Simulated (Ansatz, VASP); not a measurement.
# CuI: VASP beside Ansatz

```
Cu I
1.0
     3.50375   -3.59315    0.00000
     3.50375    3.59315    0.00000
     0.00000    0.00000    4.29089
Cu I
2 2
Direct
  0.41680 0.58320 0.75000
  0.58320 0.41680 0.25000
  0.77881 0.22119 0.75000
  0.22119 0.77881 0.25000
```

Change from the starting cell: uniaxial_z strain -0.7%.

Alike in both runs: task single point; functional PBE; k mesh 6 × 6 × 6; occupations fermi-dirac, width 0.02 eV; no spin polarisation.

```csv
,VASP,Ansatz
version,VASP 6.6.1,Ansatz 0.2.0
potentials or method,"VASP PAW PBE potentials, release 64 (Cu, I)","plane waves, PAW"
plane-wave cutoff (eV),520,420
valence electrons in the cell,36,72
```

|  | VASP | Ansatz | Ansatz less VASP |
| --- | --- | --- | --- |
| gap on the k mesh at the Fermi level (eV) | 0.94 | 0.92 | -0.014 |
| pressure (GPa) | 2.7 | 2.6 | -0.11 |
| traceless stress, the component that is largest in VASP (GPa) | -0.82 | -0.76 | +0.064 |
| rms of the force components (eV/Å) | 0.075 | 0.069 | -0.0052 |

Atom by atom the forces differ by 0.006 eV/Å (rms over components). VASP's potentials hold 36 valence electrons a cell and Ansatz's 72, so a difference there can come from the potentials and not from the codes.

Spin-orbit coupling is off throughout.
